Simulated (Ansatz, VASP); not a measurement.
**Two plane-wave programs on TiCo**

INCAR

```
SYSTEM = TiCo
PREC = Accurate
ENCUT = 520
EDIFF = 1E-8
ISMEAR = -1
SIGMA = 0.03
LREAL = .False.
LASPH = .True.
NELM = 150
ALGO = Normal
ISIF = 2
LWAVE = .False.
LCHARG = .False.
ISPIN = 2
MAGMOM = -1 2
LORBIT = 11
LMAXMIX = 4
GGA = PS
LEFG = .True.
NBANDS = 22
```

KPOINTS

```
Automatic mesh
0
Gamma
  11 11 11
  0 0 0
```

The input POSCAR:

```
TiCo
1.0
    2.9861109900      0.0000000000      0.0000000000
    0.0000000000      2.9861109900      0.0000000000
    0.0000000000      0.0000000000      2.9861109900
Ti Co
1 1
Direct
    0.0000000000      0.0000000000      0.0000000000
    0.5000000000      0.5000000000      0.5000000000
```

Input for Ansatz:

```yaml
crystal:
  lattice:
    - [2.98611099, 0.0, 0.0]
    - [0.0, 2.98611099, 0.0]
    - [0.0, 0.0, 2.98611099]
  atoms:
    - { symbol: Ti, position: [0.0, 0.0, 0.0], spin: -1.0 }
    - { symbol: Co, position: [0.5, 0.5, 0.5], spin: 2.0 }
magnetization:
  spin_polarized: true
kpoints:
  mp_grid: { grid: [11, 11, 11] }
  band_path:
    path:
      - [0.0, 0.0, 0.0]
      - [0.0, 0.5, 0.0]
      - [0.5, 0.5, 0.0]
      - [0.0, 0.0, 0.0]
      - [0.5, 0.5, 0.5]
      - [0.0, 0.5, 0.0]
      - [0.5, 0.5, 0.5]
      - [0.5, 0.5, 0.0]
    npoints: 14
scf:
  occupations: { method: fermi_dirac, width: 0.03 }
hamiltonian:
  xc: pbesol
  pseudopotentials: { kind: paw }
output:
  forces: true
  stress: true
  eigenvalues: true
  efg: { contact_densities: true }
  populations: true
  bader: true
  dos: { projected: true, de: 0.2, e_range: [-14, 8] }
  write_density: true
  write_potential: true
  elf: true
  volumetric_format: npy
```

Alike in both runs: task electric field gradients; functional PBEsol; k mesh 11 × 11 × 11; occupations fermi-dirac, width 0.03 eV; collinear spin.

```csv
,VASP,Ansatz
version,VASP 6.6.1,Ansatz 0.2.0
potentials or method,"VASP PAW PBE potentials, release 64 (Ti_sv, Co)","PAW with Ansatz's default frozen-core files, scalar-relativistic"
plane-wave cutoff (eV),520,420
valence electrons in the cell,21,29
```

VASP gave:

```
pressure (GPa)                                                : -7.8
net moment per atom (μB)                                      : 0.41
size of the moment on the site where the two differ most (μB) : 0.88
```

**Question.** Estimate Ansatz's values.

**Answer.** Pressure (GPa): -7.2; net moment per atom (μB): 0.43; size of the moment on the site where the two differ most (μB): 0.95.

VASP's potentials were made for PBE, not for PBEsol. Site moments also hang on the region over which each program counts them. With one functional, cell and mesh, what is left measures potentials, basis and numerics. VASP's potentials hold 21 valence electrons a cell and Ansatz's 29, so a difference there can come from the potentials and not from the codes.
